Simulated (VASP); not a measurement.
# GaN (F-43m) in VASP: further runs

The runs below take GaN through single point, with BLYP+D4, SVWN5.

Program: VASP 6.6.1. These are calculated values, not measurements. Logs are shortened: lines on timing, memory, paths and dates and some standing lists are left out, and cuts for length are marked.

**1. The cell of the first run**

Symmetry: F-43m, No. 216, cubic system. The conventional cell has a = 4.415 Å, b = 4.415 Å, c = 4.415 Å, α = 90.00°, β = 90.00°, γ = 90.00°. Within 2.5 Å of Ga (site symmetry -43m) lie 4 N at 1.91 Å. Within 2.5 Å of N (site symmetry -43m) lie 4 Ga at 1.91 Å.

**2. Single point, BLYP+D4**

File INCAR:

```
SYSTEM = GaN
PREC = Accurate
ENCUT = 520
EDIFF = 1E-7
ISMEAR = -1
SIGMA = 0.05
LREAL = .FALSE.
LASPH = .TRUE.
NELM = 80
ALGO = Normal
ISIF = 2
LWAVE = .FALSE.
LCHARG = .FALSE.
GGA = B5
ALDAX = 1.0
AGGAX = 1.0
AGGAC = 1.0
ALDAC = 0.0
IVDW = 13
VDW_S6 = 1.0
VDW_S8 = 2.34076671
VDW_A1 = 0.44488865
VDW_A2 = 4.0933009
NBANDS = 16
```

File KPOINTS:

```
regular mesh
0
G
  10 10 10
  0 0 0
```

File POSCAR:

```
GaN
1.0
    0.0000000000      2.2074978911      2.2074978911
    2.2074978911      0.0000000000      2.2074978911
    2.2074978911      2.2074978911      0.0000000000
Ga N
1 1
Direct
    0.0000000000      0.0000000000      0.0000000000
    0.2500000000      0.2500000000      0.2500000000
```

Potentials or basis: VASP PAW PBE potentials, release 64 (Ga_d, N).

On the command line:

```bash
> cat potpaw_PBE.64/Ga_d/POTCAR potpaw_PBE.64/N/POTCAR > POTCAR
> mpirun -np 1 vasp_std > vasp.out
```

OUTCAR:

```text
SYSTEM = GaN
   PREC = Accurate
   ENCUT = 520
   EDIFF = 1E-7
   ISMEAR = -1
   LREAL = .FALSE.
   LASPH = .TRUE.
   NELM = 80
   ISIF = 2
   GGA = B5
   IVDW = 13

 ion  position               nearest neighbor table
   1  0.000  0.000  0.000-   2 1.91   2 1.91   2 1.91   2 1.91
   2  0.250  0.250  0.250-   1 1.91   1 1.91   1 1.91   1 1.91

  LATTYP: Found a face centered cubic cell.
 ALAT       =     4.4149957822

  Lattice vectors:

 A1 = (   0.0000000000,   2.2074978911,   2.2074978911)
 A2 = (   2.2074978911,   0.0000000000,   2.2074978911)
 A3 = (   2.2074978911,   2.2074978911,   0.0000000000)

Analysis of symmetry for initial positions (statically):
=====================================================================
 Subroutine PRICEL returns:
 Original cell was already a primitive cell.

 Routine SETGRP: Setting up the symmetry group for a
 face centered cubic supercell.

 Subroutine GETGRP returns: Found 24 space group operations
 (whereof 24 operations were pure point group operations)
 out of a pool of 48 trial point group operations.

The static configuration has the point symmetry T_d .

Analysis of symmetry for dynamics (positions and initial velocities):
=====================================================================
 Subroutine PRICEL returns:
 Original cell was already a primitive cell.

 Routine SETGRP: Setting up the symmetry group for a
 face centered cubic supercell.

 Subroutine GETGRP returns: Found 24 space group operations
 (whereof 24 operations were pure point group operations)
 out of a pool of 48 trial point group operations.

The dynamic configuration has the point symmetry T_d .

 Subroutine INISYM returns: Found 24 space group operations
 (whereof 24 operations are pure point group operations),
 and found     1 'primitive' translations

----------------------------------------------------------------------------------------

                                     Primitive cell

  volume of cell :      21.5145

  direct lattice vectors                    reciprocal lattice vectors
     0.000000000  2.207497891  2.207497891    -0.226500783  0.226500783  0.226500783
     2.207497891  0.000000000  2.207497891     0.226500783 -0.226500783  0.226500783
     2.207497891  2.207497891  0.000000000     0.226500783  0.226500783 -0.226500783

  length of vectors
     3.121873457  3.121873457  3.121873457     0.392310863  0.392310863  0.392310863

  position of ions in fractional coordinates (direct lattice)
     0.000000000  0.000000000  0.000000000
     0.250000000  0.250000000  0.250000000

  ion indices of the primitive-cell ions
   primitive index   ion index
                 1           1
                 2           2

----------------------------------------------------------------------------------------

 KPOINTS: regular mesh

Automatic generation of k-mesh.
 Grid dimensions read from file:
 generate k-points for:   10   10   10

 Generating k-lattice:

  Cartesian coordinates                     Fractional coordinates (reciprocal lattice)
    -0.022650078  0.022650078  0.022650078     0.100000000  0.000000000  0.000000000
     0.022650078 -0.022650078  0.022650078     0.000000000  0.100000000  0.000000000
     0.022650078  0.022650078 -0.022650078     0.000000000  0.000000000  0.100000000

  Length of vectors
     0.039231086  0.039231086  0.039231086

  Shift w.r.t. Gamma in fractional coordinates (k-lattice)
     0.000000000  0.000000000  0.000000000

 Subroutine IBZKPT returns following result:
 ===========================================

 Found     47 irreducible k-points:

 Following reciprocal coordinates:
            Coordinates               Weight
  0.000000  0.000000  0.000000      1.000000
  0.100000  0.000000  0.000000      8.000000
  0.200000  0.000000  0.000000      8.000000
  0.300000  0.000000  0.000000      8.000000
  0.400000  0.000000  0.000000      8.000000
  0.500000  0.000000  0.000000      4.000000
[... 16 lines left out ...]
  0.300000  0.300000  0.000000      6.000000
  0.400000  0.300000  0.000000     24.000000
 [... further k-points ...]
   k-points           NKPTS =     47   k-points in BZ     NKDIM =     47   number of bands    NBANDS=     16
   number of dos      NEDOS =    301   number of ions     NIONS =      2
   total plane-waves  NPLWV =  13824
   dimension x,y,z NGX =    24 NGY =   24 NGZ =   24
   dimension x,y,z NGXF=    48 NGYF=   48 NGZF=   48
   ions per type =               1   1
   NGX,Y,Z   is equivalent  to a cutoff of  12.78, 12.78, 12.78 a.u.
   NGXF,Y,Z  is equivalent  to a cutoff of  25.56, 25.56, 25.56 a.u.
 SYSTEM =  GaN
   PREC   = accura    normal or accurate (medium, high low for compatibility)
   ISTART =      0    job   : 0-new  1-cont  2-samecut
   ICHARG =      2    charge: 1-file 2-atom 10-const
   ISPIN  =      1    spin polarized calculation?
   LNONCOLLINEAR =      F non collinear calculations
   LSORBIT =      F    spin-orbit coupling
   LASPH  =      T    aspherical Exc in radial PAW
   ENCUT  =  520.0 eV  38.22 Ry    6.18 a.u.   5.80  5.80  5.80*2*pi/ulx,y,z
   NELM   =     80;   NELMIN=  2; NELMDL= -5     # of ELM steps
   EDIFF  = 0.1E-06   stopping-criterion for ELM
   LREAL  =      F    real-space projection
   EDIFFG = 0.1E-05   stopping-criterion for IOM
   NSW    =      0    number of steps for IOM
   IBRION =     -1    ionic relax: 0-MD 1-quasi-New 2-CG
   NFREE  =      0    steps in history (QN), initial steepest desc. (CG)
   ISIF   =      2    stress and relaxation
   ISYM   =      2    0-nonsym 1-usesym 2-fastsym
   POTIM  = 0.5000    time-step for ionic-motion
   TEBEG  =    0.0;   TEEND  =   0.0 temperature during run
   PSTRESS=    0.0 pullay stress
   NELECT =      18.0000    total number of electrons
   NUPDOWN=      -1.0000    fix difference up-down
   EMIN   =  10.00;   EMAX   =-10.00  energy-range for DOS
   EFERMI =   0.00;   METHOD = LEGACY
   ISMEAR =    -1;   SIGMA  =   0.05  broadening in eV -4-tet -1-fermi 0-gaus
   EFERMI_NEDOS =   21; number of points for ismear=-14 and -15
   IALGO  =     38    algorithm
   IMIX   =      4    mixing-type and parameters
     AMIX     =   0.40;   BMIX     =  1.00
     AMIX_MAG =   1.60;   BMIX_MAG =  1.00
  volume/ion in A,a.u.               =      10.76        72.59
  Fermi-wavevector in a.u.,A,eV,Ry     =   1.542607  2.915105 32.376929  2.379637
  Thomas-Fermi vector in A             =   2.648388
   LORBIT       =      0    0 simple, 1 ext, 2 COOP (PROOUT), +10 PAW based schemes
   GGA     = B5    functional components
   LHFCALC =     F    Hartree Fock is set to
   AEXX    =    0.0000 exact exchange contribution
   IVDW    =    13    specifies the selected vdW correction
   LEPSILON=     F    determine dielectric tensor
   LRPA    =     F    only Hartree local field effects (RPA)
 non-spin polarized calculation
  energy-cutoff  :      520.00
  volume of cell :       21.51
 maximum number of plane-waves:       589
   NGX = 11   NGY = 11   NGZ = 11

 number of electron      18.0000008 magnetization

 Free energy of the ion-electron system (eV)
  ---------------------------------------------------
  ext. energy  EPLUGINS =         0.00000000
  ---------------------------------------------------
  free energy    TOTEN  =       -10.79723559 eV

  energy without entropy =      -10.79723559  energy(sigma->0) =      -10.79723559

 E-fermi :   7.3179     XC(G=0): -11.4292

 val. band max:        6.3859484333   @ k =   0.0000   0.0000   0.0000
 cond. band min:       8.6100908457   @ k =   0.0000   0.0000   0.0000
 fundamental gap:      2.2241424123
 Fermi energy:         7.3179278600

 k-point     1 :       0.0000    0.0000    0.0000
  band No.  band energies     occupation
      1     -10.0042      2.00000
      2      -7.2273      2.00000
      3      -7.2273      2.00000
      4      -7.2273      2.00000
      5      -6.8467      2.00000
      6      -6.8467      2.00000
[... 8 lines left out ...]
     15      25.9594      0.00000
     16      25.9594      0.00000

 k-point     2 :       0.1000    0.0000    0.0000
  band No.  band energies     occupation
      1      -9.8835      2.00000
      2      -7.2113      2.00000
      3      -7.2112      2.00000
      4      -7.1894      2.00000
      5      -6.8483      2.00000
      6      -6.8483      2.00000
[... 8 lines left out ...]
     15      24.5985      0.00000
     16      24.7605      0.00000

 k-point     3 :       0.2000    0.0000    0.0000
  band No.  band energies     occupation
      1      -9.5757      2.00000
      2      -7.1740      2.00000
      3      -7.1740      2.00000
      4      -7.0263      2.00000
      5      -6.8470      2.00000
      6      -6.8470      2.00000
[... 8 lines left out ...]
     15      23.8089      0.00000
     16      23.8089      0.00000

 k-point     4 :       0.3000    0.0000    0.0000
  band No.  band energies     occupation
      1      -9.2402      2.00000
      2      -7.1407      2.00000
      3      -7.1407      2.00000
      4      -6.8311      2.00000
      5      -6.8311      2.00000
      6      -6.6136      2.00000
[... 8 lines left out ...]
     15      24.3355      0.00000
     16      24.3355      0.00000
[... 324 lines left out ...]
 k-point    22 :      -0.2000    0.2000    0.0000
  band No.  band energies     occupation
      1      -9.1362      2.00000
      2      -7.1219      2.00000
      3      -7.1043      2.00000
      4      -6.8734      2.00000
      5      -6.8713      2.00000
      6      -6.4159      2.00000
[... 8 lines left out ...]
     15      24.5481      0.00000
     16      27.9402      0.00000

 k-point    23 :       0.3000    0.3000    0.0000
  band No.  band energies     occupation
      1      -9.0366      2.00000
      2      -7.0657      2.00000
      3      -7.0027      2.00000
      4      -7.0027      2.00000
      5      -6.7875      2.00000
      6      -6.4116      2.00000
[... 8 lines left out ...]
     15      29.1704      0.00000
     16      30.1201      0.00000

 k-point    24 :       0.4000    0.3000    0.0000
  band No.  band energies     occupation
      1      -8.8984      2.00000
      2      -7.0833      2.00000
      3      -6.9623      2.00000
      4      -6.9611      2.00000
      5      -6.7756      2.00000
      6      -5.9261      2.00000
[... 8 lines left out ...]
     15      29.6226      0.00000
     16      29.9298      0.00000

 [... further k-points ...]

------------------------ aborting loop because EDIFF is reached ----------------------------------------

  DFT-D4 for vdW energy calculation

  Edisp (eV):   -1.63420

  FORCE on cell =-STRESS in cart. coord.  units (eV):
  Direction    XX          YY          ZZ          XY          YZ          ZX
  --------------------------------------------------------------------------------------
  -------------------------------------------------------------------------------------
  Total       1.81795     1.81795     1.81795    -0.00000    -0.00000    -0.00000
  in kB     135.38230   135.38230   135.38230    -0.00000    -0.00000    -0.00000
  external pressure =      135.38 kB  Pullay stress =        0.00 kB

 VOLUME and BASIS-vectors are now :
 -----------------------------------------------------------------------------
  energy-cutoff  :      520.00
  volume of cell :       21.51
      direct lattice vectors                 reciprocal lattice vectors
     0.000000000  2.207497891  2.207497891    -0.226500783  0.226500783  0.226500783
     2.207497891  0.000000000  2.207497891     0.226500783 -0.226500783  0.226500783
     2.207497891  2.207497891  0.000000000     0.226500783  0.226500783 -0.226500783

 POSITION                                       TOTAL-FORCE (eV/Angst)
 -----------------------------------------------------------------------------------
      0.00000      0.00000      0.00000        -0.000000     -0.000000     -0.000000
      1.10375      1.10375      1.10375         0.000000      0.000000      0.000000
 -----------------------------------------------------------------------------------
    total drift:                                0.000004      0.000004      0.000003

  FREE ENERGIE OF THE ION-ELECTRON SYSTEM (eV)
  ---------------------------------------------------
  free  energy   TOTEN  =       -12.4314401266 eV

  energy  without entropy=      -12.4314401265  energy(sigma->0) =      -12.43144013
```

Wall time 26 s (1 thread of Intel Xeon Platinum 8259CL at 2.50GHz (Skylake/Cascade Lake), shared host); peak memory 0.14 GiB.

What came out:

| Quantity | Value |
| --- | --- |
| Free energy | -12.4314 eV |
| Pressure | 13.5 GPa |
| Band gap on the k mesh | 2.22 eV, direct |
| Dispersion energy per atom | -0.817 eV |

Levels at points of the mesh, in eV from the valence-band top:
| k point | band 6 | band 7 | band 8 | band 9 | band 10 | band 11 | band 12 | band 13 |
| --- | --- | --- | --- | --- | --- | --- | --- | --- |
| (0.00, 0.00, 0.00) | -13.23 | 0.00 | 0.00 | 0.00 | 2.22 | 10.71 | 10.71 | 10.71 |
| (0.50, 0.00, 0.00) | -11.92 | -7.37 | -1.04 | -1.04 | 5.11 | 9.18 | 10.76 | 10.76 |
| (0.50, 0.50, 0.00) | -11.48 | -6.35 | -2.89 | -2.89 | 3.62 | 7.08 | 12.28 | 14.60 |

Caveat: the PAW data sets were made with another functional, which shifts forces and pressure a little.

**3. Single point, BLYP+D4**

This run uses another cell than the first one, of 10.99 Å³/atom, 1.021 times its volume.

File INCAR:

```
SYSTEM = GaN
AGGAC = 1.0
AGGAX = 1.0
ALDAC = 0.0
ALDAX = 1.0
ALGO = Normal
EDIFF = 1E-6
ENCUT = 520
GGA = B5
ISIF = 2
ISMEAR = -1
IVDW = 13
LASPH = .TRUE.
LCHARG = .FALSE.
LREAL = .FALSE.
LWAVE = .FALSE.
NBANDS = 16
NELM = 80
PREC = Accurate
SIGMA = 0.05
VDW_A1 = 0.44488865
VDW_A2 = 4.0933009
VDW_S6 = 1.0
VDW_S8 = 2.34076671
```

File KPOINTS:

```
k-points
0
G
  10 10 10
  0 0 0
```

File POSCAR:

```
GaN
1.0
    0.0000000000      2.2230441631      2.2230441631
    2.2230441631      0.0000000000      2.2230441631
    2.2230441631      2.2230441631      0.0000000000
Ga N
1 1
Direct
    0.0000000000      0.0000000000      0.0000000000
    0.2500000000      0.2500000000      0.2500000000
```

Potentials or basis: VASP PAW PBE potentials, release 64 (Ga_d, N).

On the command line:

```bash
> cat potpaw_PBE.64/Ga_d/POTCAR potpaw_PBE.64/N/POTCAR > POTCAR
> mpirun -np 1 vasp_std > vasp.out
```

It took 25 s on 1 thread of Intel Xeon Platinum 8259CL at 2.50GHz (Skylake/Cascade Lake), shared host; peak memory 0.14 GiB.

It converged, with:

```yaml
Free_energy: -12.4634 eV
Pressure: 8.7 GPa
Band_gap_on_the_k_mesh: 2.08 eV, direct
Dispersion_energy_per_atom: -0.799 eV
```

Levels at points of the mesh, in eV from the valence-band top:
| k point | band 6 | band 7 | band 8 | band 9 | band 10 | band 11 | band 12 | band 13 |
| --- | --- | --- | --- | --- | --- | --- | --- | --- |
| (0.00, 0.00, 0.00) | -13.23 | 0.00 | 0.00 | 0.00 | 2.08 | 10.57 | 10.57 | 10.57 |
| (0.50, 0.00, 0.00) | -11.92 | -7.22 | -1.01 | -1.01 | 4.96 | 9.07 | 10.65 | 10.65 |
| (0.50, 0.50, 0.00) | -11.48 | -6.26 | -2.82 | -2.82 | 3.61 | 6.94 | 12.13 | 14.37 |

Caveat: the PAW data sets were made with another functional, which shifts forces and pressure a little.

**4. Single point, SVWN5**

This run uses another cell than the first one, of 11.05 Å³/atom, 1.027 times its volume.

File INCAR:

```
ALGO = Normal ; EDIFF = 1E-7
ENCUT = 520 ; GGA = VW
ISIF = 2 ; ISMEAR = -1
LASPH = True ; LCHARG = True
LELF = True ; LREAL = False
LVHAR = True ; LWAVE = False
NBANDS = 16 ; NELM = 80
PREC = Accurate ; SIGMA = 0.05
```

File KPOINTS:

```
k-points
0
Gamma
  10 10 10
```

File POSCAR:

```
GaN
1.0
    0.0000000000      2.2272331250      2.2272331250
    2.2272331250      0.0000000000      2.2272331250
    2.2272331250      2.2272331250      0.0000000000
Ga N
1 1
Direct
    0.0000000000      0.0000000000      0.0000000000
    0.2500000000      0.2500000000      0.2500000000
```

On the command line:

```bash
> cat potpaw_PBE.64/Ga_d/POTCAR potpaw_PBE.64/N/POTCAR > POTCAR
> mpirun -np 1 vasp_std > vasp.out
```

Wall time 14 s (1 thread of Intel Xeon Platinum 8259CL at 2.50GHz (Skylake/Cascade Lake), shared host); peak memory 0.14 GiB.

Results (log left out):

| Item | Value |
| --- | --- |
| Free energy | -13.9103 eV |
| Pressure | 0.3 GPa |
| Band gap on the k mesh | 1.96 eV, direct |

Levels at points of the mesh, in eV from the valence-band top:
```tsv
k point	band 5	band 6	band 7	band 8	band 9	band 10	band 11	band 12	band 13	band 14
(0.00, 0.00, 0.00)	-13.15	-13.15	0.00	0.00	0.00	1.96	10.34	10.34	10.34	17.77
(0.50, 0.00, 0.00)	-13.09	-11.81	-7.36	-1.03	-1.03	4.77	8.77	10.40	10.40	15.69
(0.50, 0.50, 0.00)	-13.06	-11.35	-6.36	-2.86	-2.86	3.27	6.68	11.75	14.13	14.13
```

Caveat: the PAW data sets were made with another functional, which shifts forces and pressure a little.

**5. The runs side by side**

```tsv
level	cell	gap on the mesh (eV)	pressure (GPa)
BLYP+D4	a = 3.122 Å, angles 60.0°, 2 atoms	2.22	13.5
BLYP+D4	a = 3.144 Å, angles 60.0°, 2 atoms	2.08	8.7
SVWN5	a = 3.150 Å, angles 60.0°, 2 atoms	1.96	0.3
```

Alike in all rows: task single point; potentials or basis VASP PAW PBE potentials, release 64 (Ga_d, N); no spin polarisation; k mesh 10 × 10 × 10; cutoff (eV) 520; smearing fermi-dirac 0.05 eV.

Caveats: the PAW data sets were made with another functional, which shifts forces and pressure a little.

Absolute energies hang on the potentials; compare differences alone.
